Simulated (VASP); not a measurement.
Wanted: the native input for a VASP 6.6.1 run.

| Quantity | Value |
| --- | --- |
| Task | single point |
| Functional | revPBE |
| Potentials or basis | VASP PAW PBE potentials, release 64 (Li_sv) |
| Cutoff | 520 eV |
| k mesh | 13 × 13 × 13 |
| Occupations | fermi-dirac, width 0.1 eV |
| Spin | no spin polarisation |
| Dipole correction | no |
| Further INCAR settings | ALGO = Normal; EDIFF = 1e-06; NBANDS = 12 |

The structure of Li lies in POSCAR:

```
Li
1.0
    1.6123045738      0.9308644797      7.8734390108
   -1.6123045738      0.9308644797      7.8734390108
    0.0000000000     -1.8617289595      7.8734390108
Li
3
Direct
    1.0000000000      0.0000000000      0.0000000000
    0.2222970963      0.2222970963      0.2222970963
    0.7777029037      0.7777029037      0.7777029037
```

The input as run:

INCAR

```
SYSTEM = Li
  PREC = Accurate
  ENCUT = 520
  EDIFF = 1E-6
  ISMEAR = -1
  SIGMA = 0.1
  LREAL = .FALSE.
  LASPH = .TRUE.
  NELM = 60
  ALGO = Normal
  ISIF = 2
  LWAVE = .FALSE.
  LCHARG = .FALSE.
  GGA = RE
  NBANDS = 12
```

KPOINTS

```
Automatic mesh
0
G
  13 13 13
  0 0 0
```

Potentials or basis: VASP PAW PBE potentials, release 64 (Li_sv).

Launch:

```bash
$ cat potpaw_PBE.64/Li_sv/POTCAR > POTCAR
$ mpirun -np 1 vasp_std > vasp.out
```

It gave:

```json
{
  "Band gap on the k mesh": "zero (an odd number of electrons rules out a gap without spin polarisation)"
}
```

Wall time 22 min on 1 thread of Oxide Virtual Turin-like Processor (shared host), peak memory 0.47 GiB.
